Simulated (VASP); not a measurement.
Wanted: the native input for a VASP 6.6.1 run.

```yaml
Task: relaxation of cell and atoms
Functional: RPBE
Dispersion: D3(BJ)
Potentials_or_basis: VASP PAW PBE potentials, release 64 (Bi_d)
Cutoff: 600 eV
k_mesh: 9 × 9 × 9
Occupations: fermi-dirac, width 0.05 eV
Spin: no spin polarisation
Dipole_correction: no
Further_INCAR_settings: ALGO = Normal; EDIFF = 1e-06; IBRION = 2; EDIFFG = -0.01; NSW = 80; ISIF = 3
```

The structure of Bi lies in POSCAR:

```
Bi
1.0
   -1.9814305318      1.9814305318      1.9814305318
    1.9814305318     -1.9814305318      1.9814305318
    1.9814305318      1.9814305318     -1.9814305318
Bi
1
Direct
    0.0000000000      0.0000000000      0.0000000000
```

These files were run (other wordings do the same):

INCAR

```
PREC = Accurate
ENCUT = 600
EDIFF = 1E-6
ISMEAR = -1
SIGMA = 0.05
LREAL = F
LASPH = T
NELM = 60
ALGO = Normal
ISIF = 3
LWAVE = F
LCHARG = F
GGA = RP
IVDW = 12
IBRION = 2
NSW = 80
EDIFFG = -0.01
```

KPOINTS

```
regular mesh
0
Gamma
  9 9 9
```

Potentials or basis: VASP PAW PBE potentials, release 64 (Bi_d).

Launch:

```sh
$ cat potpaw_PBE.64/Bi_d/POTCAR > POTCAR
$ mpirun -np 1 vasp_std > vasp.out
```

Results of the run:

* Relaxed volume: 22.51 Å³/atom
* Relaxed cell: a = 3.081 Å, b = 3.081 Å, c = 3.081 Å, α = 109.47°, β = 109.47°, γ = 109.47°
* Space group after relaxing (to 0.05 Å): Im-3m (No. 229)
* Energy gained by relaxing: 784.7 meV/atom
* Ionic steps: 5
* Pressure after relaxing: 0.0 GPa
* Dispersion energy per atom: -4.308 eV

Caveat: the volume moved by over 15 % at a fixed basis, so the end points are rough; the PAW data sets were made with another functional, which shifts forces and pressure a little; pairwise dispersion overbinds metals, which lowers pressure and volume.

It took 24 s on 1 thread of Intel(R) Xeon(R) 6975P-C (Granite Rapids) (shared host), peak memory 0.18 GiB.
